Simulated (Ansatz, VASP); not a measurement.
## Two plane-wave programs on CeO2

File INCAR:

```
SYSTEM = CeO2
PREC = Accurate
ENCUT = 520
EDIFF = 1E-6
ISMEAR = 0
SIGMA = 0.05
LREAL = .FALSE.
LASPH = .TRUE.
NELM = 80
ALGO = Normal
ISIF = 2
LWAVE = .FALSE.
LCHARG = .TRUE.
GGA = RE
LELF = .TRUE.
LVHAR = .TRUE.
NBANDS = 19
```

The input KPOINTS:

```
Automatic mesh
0
G
  8 8 8
  0 0 0
```

Contents of POSCAR:

```
CeO2
1.0
    0.0000000000      2.7549161186      2.7549161186
    2.7549161186      0.0000000000      2.7549161186
    2.7549161186      2.7549161186      0.0000000000
Ce O
1 2
Direct
    0.0000000000      0.0000000000      0.0000000000
    0.2500000000      0.2500000000      0.2500000000
    0.7500000000      0.7500000000      0.7500000000
```

Input for Ansatz:

```yaml
crystal:
  lattice:
    - [0.0, 2.7549161186, 2.7549161186]
    - [2.7549161186, 0.0, 2.7549161186]
    - [2.7549161186, 2.7549161186, 0.0]
  atoms:
    - { symbol: Ce, position: [0.0, 0.0, 0.0] }
    - { symbol: O, position: [0.25, 0.25, 0.25] }
    - { symbol: O, position: [0.75, 0.75, 0.75] }
basis:
  ecutwfc: 420
  ecutrho_ratio: 4
kpoints:
  mp_grid: { grid: [8, 8, 8] }
hamiltonian:
  xc: revpbe
scf:
  occupations: { method: gaussian, width: 0.05 }
output:
  forces: true
  stress: true
  eigenvalues: true
```

Alike in both runs: task single point; functional revPBE; k mesh 8 × 8 × 8; occupations gaussian, width 0.05 eV; no spin polarisation.

|  | VASP | Ansatz |
| --- | --- | --- |
| version | VASP 6.6.1 | Ansatz 0.2.0 |
| potentials or method | VASP PAW PBE potentials, release 64 (Ce, O), cutoff 520 eV | scalar-relativistic, plane waves, PAW |
| valence electrons in the cell | 24 | 24 |

Ansatz gave:

| Property | Result |
| --- | --- |
| gap on the k mesh at the Fermi level (eV) | 1.83 |
| least direct gap on the mesh (eV) | 1.93 |
| pressure (GPa) | -1.4 |

Question: Estimate VASP's values.

Answer: gap on the k mesh at the Fermi level (eV): 1.80; least direct gap on the mesh (eV): 1.89; pressure (GPa): -1.3.

VASP's potentials were made for PBE, not for revPBE.

Spin-orbit coupling is off throughout.
